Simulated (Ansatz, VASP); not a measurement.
CaO in VASP and in Ansatz

The input POSCAR:

```
CaO
1.0
    0.0000000000      2.5224700000      2.3755300000
    2.5224700000      0.0000000000      2.3755300000
    2.5224700000      2.5224700000      0.0000000000
Ca O
1 1
Direct
    0.0000000000      0.0000000000      0.0000000000
    0.5000000000      0.5000000000      0.5000000000
```

The input INCAR.step1:

```
ALGO = Normal ; EDIFF = 1E-4
ENCUT = 520 ; GGA = PE
ISMEAR = 0 ; LASPH = True
LCHARG = False ; LREAL = False
LWAVE = True ; NBANDS = 15
NELM = 80 ; PREC = Accurate
SIGMA = 0.05
```

Contents of INCAR.step2:

```
ALGO = Normal ; EDIFF = 1E-6
ENCUT = 520 ; ISIF = 2
ISMEAR = 0 ; ISTART = 1
LASPH = True ; LCHARG = False
LMIXTAU = True ; LREAL = False
LWAVE = False ; METAGGA = R2SCAN
NBANDS = 15 ; NELM = 80
PREC = Accurate ; SIGMA = 0.05
```

Contents of KPOINTS:

```
k-points
0
Gamma
  8 8 8
```

Input for Ansatz:

```yaml
crystal:
  lattice:
    - [0.0, 2.52247, 2.37553]
    - [2.52247, 0.0, 2.37553]
    - [2.52247, 2.52247, 0.0]
  atoms:
    - { symbol: Ca, position: [0.0, 0.0, 0.0] }
    - { symbol: O, position: [0.5, 0.5, 0.5] }
basis:
  ecutwfc: 500
kpoints:
  mp_grid: { grid: [8, 8, 8] }
hamiltonian:
  xc: r2scan
scf:
  occupations: { method: gaussian, width: 0.05 }
output:
  forces: true
  stress: true
  eigenvalues: true
```

Change from the starting cell: strain +0.030 along x and y, -0.030 along z, atoms carried along.

Alike in both runs: task single point; functional r2SCAN; k mesh 8 × 8 × 8; occupations gaussian, width 0.05 eV; no spin polarisation.

|  | VASP | Ansatz |
| --- | --- | --- |
| version | VASP 6.6.1 | Ansatz 0.2.0 |
| potentials or method | VASP PAW PBE potentials, release 64 (Ca_sv, O), cutoff 520 eV | scalar-relativistic, plane waves, PAW |
| valence electrons in the cell | 16 | 16 |

Ansatz gave:

| Property | Result |
| --- | --- |
| gap on the k mesh at the Fermi level (eV) | 4.00 |
| least direct gap on the mesh (eV) | 4.56 |
| pressure (GPa) | -8.1 |
| traceless stress, the component that is largest in VASP (GPa) | 4.47 |

Task: What did VASP give for the same quantities?

Result: gap on the k mesh at the Fermi level (eV): 3.99; least direct gap on the mesh (eV): 4.55; pressure (GPa): -7.4; traceless stress, the component that is largest in VASP (GPa): 4.87.

VASP's potentials were made for PBE, not for r2SCAN.
